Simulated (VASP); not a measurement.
# Ni (P6_3/mmc) in VASP: a series of runs, part 2 of 2

VASP 6.6.1. The steps go on from the part before.

## (3) Single point, PBEsol, collinear spin, antiferromagnetic start

This run uses another cell than the first one, of 11.36 Å³/atom, 1.024 times its volume.

File INCAR:

```
SYSTEM = Ni
PREC = Accurate
ENCUT = 520
EDIFF = 1E-6
ISMEAR = -1
SIGMA = 0.1
LREAL = .FALSE.
LASPH = .TRUE.
NELM = 150
ALGO = Normal
ISIF = 2
LWAVE = .FALSE.
LCHARG = .TRUE.
ISPIN = 2
MAGMOM = 1 -1
LORBIT = 11
LMAXMIX = 4
GGA = PS
LELF = .TRUE.
LVHAR = .TRUE.
NBANDS = 21
```

File KPOINTS:

```
Automatic mesh
0
G
  16 16 8
  0 0 0
```

File POSCAR:

```
Ni
1.0
    2.5077512162      0.0000000000      0.0000000000
   -1.2538756081      2.1717788114      0.0000000000
    0.0000000000      0.0000000000      4.1721857790
Ni
2
Direct
    0.3333333333      0.6666666667      0.2500000000
    0.6666666667      0.3333333333      0.7500000000
```

Potentials or basis: VASP PAW PBE potentials, release 64 (Ni).

On the command line:

```
$ cat potpaw_PBE.64/Ni/POTCAR > POTCAR
$ mpirun -np 1 vasp_std > vasp.out
```

OUTCAR:

```text
SYSTEM = Ni
   PREC = Accurate
   ENCUT = 520
   EDIFF = 1E-6
   ISMEAR = -1
   LREAL = .FALSE.
   LASPH = .TRUE.
   NELM = 150
   ISIF = 2
   ISPIN = 2
   LORBIT = 11
   GGA = PS

 ion  position               nearest neighbor table
   1  0.333  0.667  0.250-   2 2.54   2 2.54   2 2.54   2 2.54   2 2.54   2 2.54
   2  0.667  0.333  0.750-   1 2.54   1 2.54   1 2.54   1 2.54   1 2.54   1 2.54

  LATTYP: Found a hexagonal cell.
 ALAT       =     2.5077512162
 C/A-ratio  =     1.6637159827

  Lattice vectors:

 A1 = (   2.5077512162,   0.0000000000,   0.0000000000)
 A2 = (  -1.2538756081,   2.1717788114,   0.0000000000)
 A3 = (   0.0000000000,   0.0000000000,   4.1721857790)

Analysis of symmetry for initial positions (statically):
=====================================================================
 Subroutine PRICEL returns:
 Original cell was already a primitive cell.

 Routine SETGRP: Setting up the symmetry group for a
 hexagonal supercell.

 Subroutine GETGRP returns: Found 24 space group operations
 (whereof 12 operations were pure point group operations)
 out of a pool of 24 trial point group operations.

The static configuration has the point symmetry D_3d.
 The point group associated with its full space group is D_6h.

Analysis of symmetry for dynamics (positions and initial velocities):
=====================================================================
 Subroutine PRICEL returns:
 Original cell was already a primitive cell.

 Routine SETGRP: Setting up the symmetry group for a
 hexagonal supercell.

 Subroutine GETGRP returns: Found 24 space group operations
 (whereof 12 operations were pure point group operations)
 out of a pool of 24 trial point group operations.

The dynamic configuration has the point symmetry D_3d.
 The point group associated with its full space group is D_6h.

Analysis of structural, dynamic, and magnetic symmetry:
=====================================================================
 Subroutine PRICEL returns:
 Original cell was already a primitive cell.

 Routine SETGRP: Setting up the symmetry group for a
 hexagonal supercell.

 Subroutine GETGRP returns: Found 24 space group operations
 (whereof 12 operations were pure point group operations)
 out of a pool of 24 trial point group operations.

The overall configuration has the point symmetry D_3d.
 The point group associated with its full space group is D_6h.

 Subroutine INISYM returns: Found 24 space group operations
 (whereof 12 operations are pure point group operations),
 and found     1 'primitive' translations

----------------------------------------------------------------------------------------

                                     Primitive cell

  volume of cell :      22.7229

  direct lattice vectors                    reciprocal lattice vectors
     2.507751216  0.000000000  0.000000000     0.398763639  0.230226024  0.000000000
    -1.253875608  2.171778811  0.000000000     0.000000000  0.460452047  0.000000000
     0.000000000  0.000000000  4.172185779     0.000000000  0.000000000  0.239682520

  length of vectors
     2.507751216  2.507753426  4.172185779     0.460452453  0.460452047  0.239682520

  position of ions in fractional coordinates (direct lattice)
     0.333333333  0.666666667  0.250000000
     0.666666667  0.333333333  0.750000000

  ion indices of the primitive-cell ions
   primitive index   ion index
[... 63 lines left out ...]
   NGXF,Y,Z  is equivalent  to a cutoff of  26.52, 26.52, 25.50 a.u.
 SYSTEM =  Ni
   PREC   = accura    normal or accurate (medium, high low for compatibility)
   ISTART =      0    job   : 0-new  1-cont  2-samecut
   ICHARG =      2    charge: 1-file 2-atom 10-const
   ISPIN  =      2    spin polarized calculation?
   LNONCOLLINEAR =      F non collinear calculations
   LSORBIT =      F    spin-orbit coupling
   LASPH  =      T    aspherical Exc in radial PAW
   ENCUT  =  520.0 eV  38.22 Ry    6.18 a.u.   4.66  4.66  7.76*2*pi/ulx,y,z
   NELM   =    150;   NELMIN=  2; NELMDL= -5     # of ELM steps
   EDIFF  = 0.1E-05   stopping-criterion for ELM
   LREAL  =      F    real-space projection
   EDIFFG = 0.1E-04   stopping-criterion for IOM
   NSW    =      0    number of steps for IOM
   IBRION =     -1    ionic relax: 0-MD 1-quasi-New 2-CG
   NFREE  =      0    steps in history (QN), initial steepest desc. (CG)
   ISIF   =      2    stress and relaxation
   ISYM   =      2    0-nonsym 1-usesym 2-fastsym
   POTIM  = 0.5000    time-step for ionic-motion
   TEBEG  =    0.0;   TEEND  =   0.0 temperature during run
   PSTRESS=    0.0 pullay stress
   NELECT =      20.0000    total number of electrons
   NUPDOWN=      -1.0000    fix difference up-down
   EMIN   =  10.00;   EMAX   =-10.00  energy-range for DOS
   EFERMI =   0.00;   METHOD = LEGACY
   ISMEAR =    -1;   SIGMA  =   0.10  broadening in eV -4-tet -1-fermi 0-gaus
   EFERMI_NEDOS =   21; number of points for ismear=-14 and -15
   IALGO  =     38    algorithm
   IMIX   =      4    mixing-type and parameters
     AMIX     =   0.40;   BMIX     =  1.00
     AMIX_MAG =   1.60;   BMIX_MAG =  1.00
  volume/ion in A,a.u.               =      11.36        76.67
  Fermi-wavevector in a.u.,A,eV,Ry     =   1.568906  2.964803 33.490281  2.461466
  Thomas-Fermi vector in A             =   2.670868
   LORBIT       =     11    0 simple, 1 ext, 2 COOP (PROOUT), +10 PAW based schemes
   GGA     = PS    functional components
   LHFCALC =     F    Hartree Fock is set to
   AEXX    =    0.0000 exact exchange contribution
   IVDW    =     0    specifies the selected vdW correction
   LEPSILON=     F    determine dielectric tensor
   LRPA    =     F    only Hartree local field effects (RPA)
 spin polarized calculation
  energy-cutoff  :      520.00
  volume of cell :       22.72
 maximum number of plane-waves:       628
 NGX is ok and might be reduce to    20
   NGX =  9   NGY =  9   NGZ = 15

 number of electron      20.0000000 magnetization       0.0000000

 number of electron      20.0000000 magnetization      -0.0000000

 Free energy of the ion-electron system (eV)
  ---------------------------------------------------
  ext. energy  EPLUGINS =         0.00000000
  ---------------------------------------------------
  free energy    TOTEN  =       -12.11276869 eV

  energy without entropy =      -11.91759302  energy(sigma->0) =      -12.01518085

 E-fermi :   8.4429     XC(G=0): -13.1768

 val. band max:        8.4420176910   @ k =   0.5000   0.0000   0.1250
 cond. band min:       8.4463625293   @ k =   0.3750   0.1875   0.2500
 fundamental gap:      0.0043448383
 Fermi energy:         8.4429324249

 spin component 1

 k-point     1 :       0.0000    0.0000    0.0000
  band No.  band energies     occupation
      1      -0.1768      1.00000
      2       4.1721      1.00000
      3       6.5977      1.00000
      4       6.7284      1.00000
      5       6.7284      1.00000
      6       6.9726      1.00000
[... 565 lines left out ...]
     20      36.6322      0.00000
     21      38.8320      0.00000

 [... further k-points ...]

 spin component 2

 k-point     1 :       0.0000    0.0000    0.0000
  band No.  band energies     occupation
      1      -0.1768      1.00000
      2       4.1721      1.00000
      3       6.5977      1.00000
      4       6.7284      1.00000
      5       6.7284      1.00000
      6       6.9726      1.00000
[... 565 lines left out ...]
     20      36.6322      0.00000
     21      38.8320      0.00000

 [... further k-points ...]
[... 5 lines left out ...]
  --------------------------------------------------------------------------------------
  -------------------------------------------------------------------------------------
  Total       -2.1976839     -2.1976891     -2.5188482     -0.0000000     -0.0000000     -0.0000000
  in kB     -154.9573339   -154.9576980   -177.6024303     -0.0000000     -0.0000000     -0.0000000
  external PRESSURE =    -162.5058207 kB  Pullay stress =       0.0000000 kB

 VOLUME and BASIS-vectors are now :
 -----------------------------------------------------------------------------
  energy-cutoff  :      520.00
  volume of cell :       22.72
      direct lattice vectors                 reciprocal lattice vectors
     2.507751216  0.000000000  0.000000000     0.398763639  0.230226024  0.000000000
    -1.253875608  2.171778811  0.000000000     0.000000000  0.460452047  0.000000000
     0.000000000  0.000000000  4.172185779     0.000000000  0.000000000  0.239682520

 POSITION                                       TOTAL-FORCE (eV/Angst)
 -----------------------------------------------------------------------------------
     -0.00000      1.44785      1.04305         0.000000     -0.000000      0.000000
      1.25388      0.72393      3.12914        -0.000000      0.000000      0.000000
 -----------------------------------------------------------------------------------
    total drift:                               -0.000000      0.000000     -0.000000

  FREE ENERGIE OF THE ION-ELECTRON SYSTEM (eV)
  ---------------------------------------------------
  free  energy   TOTEN  =       -12.1127686894 eV

  energy  without entropy=      -11.9175930164  energy(sigma->0) =      -12.01518085

 total charge

# of ion       s       p       d       tot
------------------------------------------
    1        0.478   0.460   8.305   9.243
    2        0.478   0.460   8.305   9.243
--------------------------------------------------
tot          0.956   0.919  16.609  18.485

 magnetization (x)

# of ion       s       p       d       tot
------------------------------------------
    1       -0.000   0.000   0.000   0.000
    2        0.000  -0.000  -0.000  -0.000
--------------------------------------------------
tot          0.000   0.000   0.000   0.000
```

OSZICAR:

```text
N       E                     dE             d eps       ncg     rms          rms(c)
DAV:   1     0.942810622948E+02    0.94281E+02   -0.92218E+03 13480   0.137E+03
DAV:   2    -0.903104594030E+01   -0.10331E+03   -0.95439E+02 12765   0.232E+02
DAV:   3    -0.144176562882E+02   -0.53866E+01   -0.51938E+01 14431   0.611E+01
DAV:   4    -0.144838807572E+02   -0.66224E-01   -0.66171E-01 14360   0.638E+00
DAV:   5    -0.144856612735E+02   -0.17805E-02   -0.17804E-02 14603   0.105E+00    0.146E+01
DAV:   6    -0.130332632007E+02    0.14524E+01   -0.93294E+00 14588   0.641E+01    0.967E+00
DAV:   7    -0.121302359208E+02    0.90303E+00   -0.24116E+00 14509   0.273E+01    0.230E+00
DAV:   8    -0.121131219873E+02    0.17114E-01   -0.49840E-02 17925   0.292E+00    0.101E+00
DAV:   9    -0.121109953972E+02    0.21266E-02   -0.81619E-03 20938   0.122E+00    0.449E-01
DAV:  10    -0.121116032990E+02   -0.60790E-03   -0.14988E-02 19608   0.194E+00    0.242E-01
DAV:  11    -0.121119817539E+02   -0.37845E-03   -0.12233E-03 19391   0.416E-01    0.209E-01
DAV:  12    -0.121124613442E+02   -0.47959E-03   -0.81547E-03 19703   0.131E+00    0.108E-01
DAV:  13    -0.121126929395E+02   -0.23160E-03   -0.40238E-03 19685   0.918E-01    0.540E-02
DAV:  14    -0.121127381310E+02   -0.45191E-04   -0.69105E-04 20403   0.323E-01    0.293E-02
DAV:  15    -0.121127631165E+02   -0.24986E-04   -0.19498E-03 19346   0.599E-01    0.967E-03
DAV:  16    -0.121127684079E+02   -0.52913E-05   -0.36461E-05 13556   0.460E-02    0.370E-03
DAV:  17    -0.121127686894E+02   -0.28159E-06   -0.91080E-06  8105   0.397E-02
   1 F= -.12112769E+02 E0= -.12015181E+02  d E =-.195176E+00  mag=    -0.0000
```

It took 3.6 min on 1 thread of AMD EPYC 7R43 (Zen 3), shared host; peak memory 0.18 GiB.

Results:

```
Free energy                                           : -12.1128 eV
Pressure                                              : -16.3 GPa
Band gap on the k mesh                                : zero (filled and empty bands overlap)
Net moment                                            : 0.00 μB per cell
Valence electrons inside the program's atomic spheres : Ni 9.24
```

Caveat: the PAW data sets were made with another functional, which shifts forces and pressure a little.

## (4) Single point, PBEsol, collinear spin, antiferromagnetic start

This run uses another cell than the first one, of 11.63 Å³/atom, 1.048 times its volume.

INCAR is that of step 3.

File KPOINTS:

```
regular mesh
0
G
  16 16 8
  0 0 0
```

File POSCAR:

```
Ni
1.0
    2.5270423682      0.0000000000      0.0000000000
   -1.2635211841      2.1884854588      0.0000000000
    0.0000000000      0.0000000000      4.2042807770
Ni
2
Direct
    0.3333333333      0.6666666667      0.2500000000
    0.6666666667      0.3333333333      0.7500000000
```

On the command line:

```
$ cat potpaw_PBE.64/Ni/POTCAR > POTCAR
$ mpirun -np 1 vasp_std > vasp.out
```

It took 3.9 min on 1 thread of AMD EPYC 7R43 (Zen 3), shared host; peak memory 0.18 GiB.

The run converged. Its results:

| Quantity | Value |
| --- | --- |
| Free energy | -12.0540 eV |
| Pressure | -19.3 GPa |
| Band gap on the k mesh | zero (filled and empty bands overlap) |
| Net moment | 0.00 μB per cell |
| Valence electrons inside the program's atomic spheres | Ni 9.21 |

Stress tensor (GPa, compression positive):
```
-18.62   0.00   0.00
  0.00 -18.62   0.00
  0.00   0.00 -20.69
```

Levels at points of the mesh, in eV from the Fermi level:
Spin up:
| k point | band 8 | band 9 | band 10 | band 11 | band 12 | band 13 |
| --- | --- | --- | --- | --- | --- | --- |
| (0.00, 0.00, 0.00) | -0.98 | -0.98 | -0.26 | -0.15 | -0.15 | 5.31 |
| (0.50, 0.00, 0.00) | -0.03 | -0.01 | 0.08 | 1.49 | 3.19 | 9.02 |
| (0.00, 0.00, 0.50) | -1.68 | -0.42 | -0.42 | -0.42 | -0.42 | 13.48 |
| (0.50, 0.00, 0.50) | -0.44 | 0.04 | 0.04 | 1.64 | 1.64 | 6.64 |
Spin down:
| k point | band 7 | band 8 | band 9 | band 10 | band 11 | band 12 | band 13 | band 14 |
| --- | --- | --- | --- | --- | --- | --- | --- | --- |
| (0.00, 0.00, 0.00) | -1.42 | -0.98 | -0.98 | -0.26 | -0.15 | -0.15 | 5.31 | 22.32 |
| (0.50, 0.00, 0.00) | -1.42 | -0.03 | -0.01 | 0.08 | 1.49 | 3.19 | 9.02 | 9.42 |
| (0.00, 0.00, 0.50) | -1.68 | -1.68 | -0.42 | -0.42 | -0.42 | -0.42 | 13.48 | 13.48 |
| (0.50, 0.00, 0.50) | -0.44 | -0.44 | 0.04 | 0.04 | 1.64 | 1.64 | 6.64 | 6.64 |

Caveat: the PAW data sets were made with another functional, which shifts forces and pressure a little.

## (5) Summary

```tsv
cell	gap on the mesh (eV)	pressure (GPa)	moment (μB)
a = 2.488, b = 2.488, c = 4.140 Å, angles 90.0, 90.0, 120.0°, 2 atoms	none	-12.7	0.00
a = 2.508, b = 2.508, c = 4.172 Å, angles 90.0, 90.0, 120.0°, 2 atoms	none	-16.3	0.00
a = 2.527, b = 2.527, c = 4.204 Å, angles 90.0, 90.0, 120.0°, 2 atoms	none	-19.3	0.00
```

Alike in all rows: task single point; level PBEsol; potentials or basis VASP PAW PBE potentials, release 64 (Ni); spin collinear, antiferromagnetic start; k mesh 16 × 16 × 8; cutoff (eV) 520; smearing fermi-dirac 0.1 eV.

Caveats: the PAW data sets were made with another functional, which shifts forces and pressure a little.

Total energies depend on the potentials used, so only differences within one code and one set of settings carry meaning.
